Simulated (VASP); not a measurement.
V: single point with LDA

Crystal: V.

```xyz
1
Lattice="-1.4529 1.4529 1.4529 1.4529 -1.4529 1.4529 1.4529 1.4529 -1.4529" Properties=species:S:1:pos:R:3 pbc="T T T"
V     0.0000    0.0000    0.0000
```

This cell differs from its parent crystal: volume scaled by 0.980.

```yaml
Program: VASP 6.6.1
Task: single point
Functional: LDA
Potentials_or_basis: VASP PAW LDA potentials, release 64 (V_sv)
Cutoff: 500 eV
k_mesh: 22 × 22 × 22
Occupations: gaussian, width 0.05 eV
Spin: no spin polarisation
Dipole_correction: no
Further_INCAR_settings: ALGO = Normal; EDIFF = 1e-06; NBANDS = 12
```

```yaml
Pressure: 4.9 GPa
```

Levels at points of the mesh, in eV from the Fermi level:
```
           k point  band 2  band 3  band 4  band 5  band 6  band 7  band 8  band 9  band 10  band 11
(0.00, 0.00, 0.00)  -36.40  -36.40  -36.40   -6.69    0.39    0.39    0.39    2.64     2.64    21.26
(0.50, 0.00, 0.00)  -37.64  -36.78  -36.41   -3.51   -1.36    2.11    2.67    3.06     4.65    11.41
(0.50, 0.50, 0.50)  -37.23  -37.23  -37.23   -3.48   -3.48    4.19    4.19    4.19    11.14    11.14
```

Run time: 14 s on 1 thread of Intel(R) Xeon(R) 6975P-C (Granite Rapids) (shared host), peak memory 0.15 GiB.
